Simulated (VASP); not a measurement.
# GeBr5 (P4/mmm) in VASP: single point with PBE

Aim: the single point of GeBr5 with PBE.

Everything below comes from runs of VASP 6.6.1. Logs are shortened: lines on timing, memory, paths and dates and some standing lists are left out, and cuts for length are marked.

### 1 The cell of the first run

Symmetry: P4/mmm, No. 123, tetragonal system. Conventional cell: a = 8.127 Å, b = 8.127 Å, c = 3.517 Å, α = 90.00°, β = 90.00°, γ = 90.00°. Ge (site symmetry 4/mmm) has 2 Ge at 3.52 Å and 8 Br at 4.24 Å within 4.6 Å. Within 3.2 Å of Br (site symmetry m2m) lie 2 Br at 2.43 to 2.85 Å. Br (site symmetry 4/mmm) has 6 Br at 2.85 to 3.52 Å within 3.8 Å.

The cell was built from a structure type or drawn by symmetry, and may not be a known phase.

### 2 Single point, PBE

Input file INCAR:

```
  PREC = Accurate
  ENCUT = 520
  EDIFF = 1E-6
  ISMEAR = 0
  SIGMA = 0.1
  LREAL = False
  LASPH = True
  NELM = 60
  ALGO = Normal
  ISIF = 2
  LWAVE = False
  LCHARG = False
  GGA = PE
  NBANDS = 34
```

Input file KPOINTS:

```
Automatic mesh
0
Gamma
  6 6 12
```

Input file POSCAR:

```
GeBr5
1.0
    8.1273130863      0.0000000000      0.0000000000
    0.0000000000      8.1273130863      0.0000000000
    0.0000000000      0.0000000000      3.5165664005
Ge Br
1 5
Direct
    0.5000000000      0.5000000000      0.5000000000
    0.0000000000      0.3505385611      0.5000000000
    0.0000000000      0.6494614389      0.5000000000
    0.6494614389      0.0000000000      0.5000000000
    0.3505385611      0.0000000000      0.5000000000
    0.0000000000      0.0000000000      0.5000000000
```

Potentials or basis: VASP PAW PBE potentials, release 64 (Ge_d, Br).

Launch:

```sh
$ cat potpaw_PBE.64/Ge_d/POTCAR potpaw_PBE.64/Br/POTCAR > POTCAR
$ mpirun -np 1 vasp_std > vasp.out
```

OUTCAR:

```text
PREC = Accurate
   ENCUT = 520
   EDIFF = 1E-6
   ISMEAR = 0
   LREAL = False
   LASPH = True
   NELM = 60
   ISIF = 2
   GGA = PE

 ion  position               nearest neighbor table
   1  0.500  0.500  0.500-
   2  0.000  0.351  0.500-   3 2.43
   3  0.000  0.649  0.500-   2 2.43
   4  0.649  0.000  0.500-   5 2.43
   5  0.351  0.000  0.500-   4 2.43
   6  0.000  0.000  0.500-

  LATTYP: Found a simple tetragonal cell.
 ALAT       =     8.1273130863
 C/A-ratio  =     0.4326849923

  Lattice vectors:

 A1 = (   8.1273130863,   0.0000000000,   0.0000000000)
 A2 = (   0.0000000000,   8.1273130863,   0.0000000000)
 A3 = (   0.0000000000,   0.0000000000,   3.5165664005)

Analysis of symmetry for initial positions (statically):
=====================================================================
 Subroutine PRICEL returns:
 Original cell was already a primitive cell.

 Routine SETGRP: Setting up the symmetry group for a
 simple tetragonal supercell.

 Subroutine GETGRP returns: Found 16 space group operations
 (whereof 16 operations were pure point group operations)
 out of a pool of 16 trial point group operations.

The static configuration has the point symmetry D_4h.

Analysis of symmetry for dynamics (positions and initial velocities):
=====================================================================
 Subroutine PRICEL returns:
 Original cell was already a primitive cell.

 Routine SETGRP: Setting up the symmetry group for a
 simple tetragonal supercell.

 Subroutine GETGRP returns: Found 16 space group operations
 (whereof 16 operations were pure point group operations)
 out of a pool of 16 trial point group operations.

The dynamic configuration has the point symmetry D_4h.

 Subroutine INISYM returns: Found 16 space group operations
 (whereof 16 operations are pure point group operations),
 and found     1 'primitive' translations

----------------------------------------------------------------------------------------

                                     Primitive cell

  volume of cell :     232.2805

  direct lattice vectors                    reciprocal lattice vectors
     8.127313086  0.000000000  0.000000000     0.123041895  0.000000000  0.000000000
     0.000000000  8.127313086  0.000000000     0.000000000  0.123041895  0.000000000
     0.000000000  0.000000000  3.516566400     0.000000000  0.000000000  0.284368297

  length of vectors
     8.127313086  8.127313086  3.516566400     0.123041895  0.123041895  0.284368297

  position of ions in fractional coordinates (direct lattice)
     0.500000000  0.500000000  0.500000000
     0.000000000  0.350538561  0.500000000
     0.000000000  0.649461439  0.500000000
     0.649461439  0.000000000  0.500000000
     0.350538561  0.000000000  0.500000000
     0.000000000  0.000000000  0.500000000

  ion indices of the primitive-cell ions
   primitive index   ion index
                 1           1
                 2           2
                 3           3
                 4           4
                 5           5
                 6           6

----------------------------------------------------------------------------------------

 KPOINTS: Automatic mesh

Automatic generation of k-mesh.
 Grid dimensions read from file:
 generate k-points for:    6    6   12

 Generating k-lattice:

  Cartesian coordinates                     Fractional coordinates (reciprocal lattice)
     0.020506982  0.000000000  0.000000000     0.166666667  0.000000000  0.000000000
     0.000000000  0.020506982  0.000000000     0.000000000  0.166666667  0.000000000
     0.000000000  0.000000000  0.023697358     0.000000000  0.000000000  0.083333333

  Length of vectors
     0.020506982  0.020506982  0.023697358

  Shift w.r.t. Gamma in fractional coordinates (k-lattice)
     0.000000000  0.000000000  0.000000000

 Subroutine IBZKPT returns following result:
 ===========================================

 Found     70 irreducible k-points:

 Following reciprocal coordinates:
            Coordinates               Weight
  0.000000  0.000000  0.000000      1.000000
  0.166667  0.000000  0.000000      4.000000
  0.333333  0.000000  0.000000      4.000000
  0.500000  0.000000  0.000000      2.000000
  0.166667  0.166667  0.000000      4.000000
  0.333333  0.166667  0.000000      8.000000
[... 16 lines left out ...]
  0.333333  0.000000  0.166667      8.000000
  0.500000  0.000000  0.166667      4.000000
 [... further k-points ...]
   k-points           NKPTS =     70   k-points in BZ     NKDIM =     70   number of bands    NBANDS=     34
   number of dos      NEDOS =    301   number of ions     NIONS =      6
   total plane-waves  NPLWV = 100800
   dimension x,y,z NGX =    60 NGY =   60 NGZ =   28
   dimension x,y,z NGXF=   120 NGYF=  120 NGZF=   56
   ions per type =               1   5
   NGX,Y,Z   is equivalent  to a cutoff of  12.27, 12.27, 13.24 a.u.
   NGXF,Y,Z  is equivalent  to a cutoff of  24.55, 24.55, 26.47 a.u.
 SYSTEM =  unknown system
   PREC   = accura    normal or accurate (medium, high low for compatibility)
   ISTART =      0    job   : 0-new  1-cont  2-samecut
   ICHARG =      2    charge: 1-file 2-atom 10-const
   ISPIN  =      1    spin polarized calculation?
   LNONCOLLINEAR =      F non collinear calculations
   LSORBIT =      F    spin-orbit coupling
   LASPH  =      T    aspherical Exc in radial PAW
   ENCUT  =  520.0 eV  38.22 Ry    6.18 a.u.  15.11 15.11  6.54*2*pi/ulx,y,z
   NELM   =     60;   NELMIN=  2; NELMDL= -5     # of ELM steps
   EDIFF  = 0.1E-05   stopping-criterion for ELM
   LREAL  =      F    real-space projection
   EDIFFG = 0.1E-04   stopping-criterion for IOM
   NSW    =      0    number of steps for IOM
   IBRION =     -1    ionic relax: 0-MD 1-quasi-New 2-CG
   NFREE  =      0    steps in history (QN), initial steepest desc. (CG)
   ISIF   =      2    stress and relaxation
   ISYM   =      2    0-nonsym 1-usesym 2-fastsym
   POTIM  = 0.5000    time-step for ionic-motion
   TEBEG  =    0.0;   TEEND  =   0.0 temperature during run
   PSTRESS=    0.0 pullay stress
   NELECT =      49.0000    total number of electrons
   NUPDOWN=      -1.0000    fix difference up-down
   EMIN   =  10.00;   EMAX   =-10.00  energy-range for DOS
   EFERMI =   0.00;   METHOD = LEGACY
   ISMEAR =     0;   SIGMA  =   0.10  broadening in eV -4-tet -1-fermi 0-gaus
   EFERMI_NEDOS =   21; number of points for ismear=-14 and -15
   IALGO  =     38    algorithm
   IMIX   =      4    mixing-type and parameters
     AMIX     =   0.40;   BMIX     =  1.00
     AMIX_MAG =   1.60;   BMIX_MAG =  1.00
  volume/ion in A,a.u.               =      38.71       261.25
  Fermi-wavevector in a.u.,A,eV,Ry     =   0.974547  1.841626 12.922011  0.949741
  Thomas-Fermi vector in A             =   2.105015
   LORBIT       =      0    0 simple, 1 ext, 2 COOP (PROOUT), +10 PAW based schemes
   GGA     = PE    functional components
   LHFCALC =     F    Hartree Fock is set to
   AEXX    =    0.0000 exact exchange contribution
   IVDW    =     0    specifies the selected vdW correction
   LEPSILON=     F    determine dielectric tensor
   LRPA    =     F    only Hartree local field effects (RPA)
 non-spin polarized calculation
 Gauss-broadening in eV      SIGMA  =   0.10
  energy-cutoff  :      520.00
  volume of cell :      232.28
 maximum number of plane-waves:      6297
   NGX = 31   NGY = 31   NGZ = 13

 number of electron      48.9999964 magnetization

 Free energy of the ion-electron system (eV)
  ---------------------------------------------------
  ext. energy  EPLUGINS =         0.00000000
  ---------------------------------------------------
  free energy    TOTEN  =       -10.29681036 eV

  energy without entropy =      -10.27159870  energy(sigma->0) =      -10.28420453

 E-fermi :   0.0290     XC(G=0):  -7.3286

 val. band max:        0.0272112928   @ k =   0.3333   0.3333   0.0000
 cond. band min:       0.0342378146   @ k =   0.1667   0.0000   0.0000
 fundamental gap:      0.0070265219
 Fermi energy:         0.0289717613

 k-point     1 :       0.0000    0.0000    0.0000
  band No.  band energies     occupation
      1     -25.9869      2.00000
      2     -25.9867      2.00000
      3     -25.8514      2.00000
      4     -25.8514      2.00000
      5     -25.8160      2.00000
      6     -16.0016      2.00000
[... 26 lines left out ...]
     33       7.5071      0.00000
     34       7.5071      0.00000

 k-point     2 :       0.1667    0.0000    0.0000
  band No.  band energies     occupation
      1     -25.9869      2.00000
      2     -25.9867      2.00000
      3     -25.8514      2.00000
      4     -25.8514      2.00000
      5     -25.8160      2.00000
      6     -15.9797      2.00000
[... 26 lines left out ...]
     33       7.2238      0.00000
     34       7.7264      0.00000

 k-point     3 :       0.3333    0.0000    0.0000
  band No.  band energies     occupation
      1     -25.9869      2.00000
      2     -25.9867      2.00000
      3     -25.8514      2.00000
      4     -25.8514      2.00000
      5     -25.8160      2.00000
      6     -15.9266      2.00000
[... 26 lines left out ...]
     33       7.3489      0.00000
     34       7.5498      0.00000

 k-point     4 :       0.5000    0.0000    0.0000
  band No.  band energies     occupation
      1     -25.9869      2.00000
      2     -25.9867      2.00000
      3     -25.8514      2.00000
      4     -25.8514      2.00000
      5     -25.8160      2.00000
      6     -15.8898      2.00000
[... 26 lines left out ...]
     33       7.4089      0.00000
     34       7.4527      0.00000

 k-point     5 :       0.1667    0.1667    0.0000
  band No.  band energies     occupation
      1     -25.9869      2.00000
      2     -25.9867      2.00000
      3     -25.8514      2.00000
      4     -25.8514      2.00000
      5     -25.8160      2.00000
      6     -15.9575      2.00000
[... 621 lines left out ...]
 k-point    22 :       0.1667    0.0000    0.1667
  band No.  band energies     occupation
      1     -25.9868      2.00000
      2     -25.9866      2.00000
      3     -25.8525      2.00000
      4     -25.8525      2.00000
      5     -25.8119      2.00000
      6     -15.9053      2.00000
[... 26 lines left out ...]
     33       7.7325      0.00000
     34       7.8377      0.00000

 k-point    23 :       0.3333    0.0000    0.1667
  band No.  band energies     occupation
      1     -25.9868      2.00000
      2     -25.9866      2.00000
      3     -25.8525      2.00000
      4     -25.8525      2.00000
      5     -25.8119      2.00000
      6     -15.8526      2.00000
[... 26 lines left out ...]
     33       7.6681      0.00000
     34       7.7521      0.00000

 k-point    24 :       0.5000    0.0000    0.1667
  band No.  band energies     occupation
      1     -25.9868      2.00000
      2     -25.9866      2.00000
      3     -25.8525      2.00000
      4     -25.8525      2.00000
      5     -25.8119      2.00000
      6     -15.8162      2.00000
[... 26 lines left out ...]
     33       7.5536      0.00000
     34       7.6033      0.00000

 [... further k-points ...]
[... 5 lines left out ...]
  --------------------------------------------------------------------------------------
  -------------------------------------------------------------------------------------
  Total        0.0173536      0.0173536      0.0112355      0.0000000     -0.0000000      0.0000000
  in kB        0.1196983      0.1196983      0.0774980      0.0000000     -0.0000000      0.0000000
  external PRESSURE =       0.1056315 kB  Pullay stress =       0.0000000 kB

 VOLUME and BASIS-vectors are now :
 -----------------------------------------------------------------------------
  energy-cutoff  :      520.00
  volume of cell :      232.28
      direct lattice vectors                 reciprocal lattice vectors
     8.127313086  0.000000000  0.000000000     0.123041895  0.000000000  0.000000000
     0.000000000  8.127313086  0.000000000     0.000000000  0.123041895  0.000000000
     0.000000000  0.000000000  3.516566400     0.000000000  0.000000000  0.284368297

 POSITION                                       TOTAL-FORCE (eV/Angst)
 -----------------------------------------------------------------------------------
      4.06366      4.06366      1.75828         0.000000      0.000000      0.000000
      0.00000      2.84894      1.75828         0.000000     -0.004381      0.000000
      0.00000      5.27838      1.75828        -0.000000      0.004381     -0.000000
      5.27838      0.00000      1.75828         0.004381      0.000000      0.000000
      2.84894      0.00000      1.75828        -0.004381     -0.000000      0.000000
      0.00000      0.00000      1.75828         0.000000      0.000000      0.000000
 -----------------------------------------------------------------------------------
    total drift:                                0.000000      0.000000      0.000000

  FREE ENERGIE OF THE ION-ELECTRON SYSTEM (eV)
  ---------------------------------------------------
  free  energy   TOTEN  =       -10.2968103614 eV

  energy  without entropy=      -10.2715986953  energy(sigma->0) =      -10.28420453
```

Run time: 9.8 min. Hardware: 1 thread of Intel Xeon Platinum 8259CL at 2.50GHz (Skylake/Cascade Lake), shared host; peak memory 0.63 GiB.

Results:

- Free energy: -10.2968 eV
- Pressure: 0.0 GPa
- Largest force: 0.004 eV/Å
- Band gap on the k mesh: zero (an odd number of electrons rules out a gap without spin polarisation)

Forces on the atoms (eV/Å):
```
Ge   0.000  0.000  0.000
Br   0.000 -0.004  0.000
Br   0.000  0.004  0.000
Br   0.004  0.000  0.000
Br  -0.004  0.000  0.000
Br   0.000  0.000  0.000
```

Caveat: this functional lacks dispersion, which binds the layers, so the pressure and a relaxed spacing across them are unreliable; an odd number of electrons without spin polarisation forces a metal; a magnetic or distorted state may lie lower.
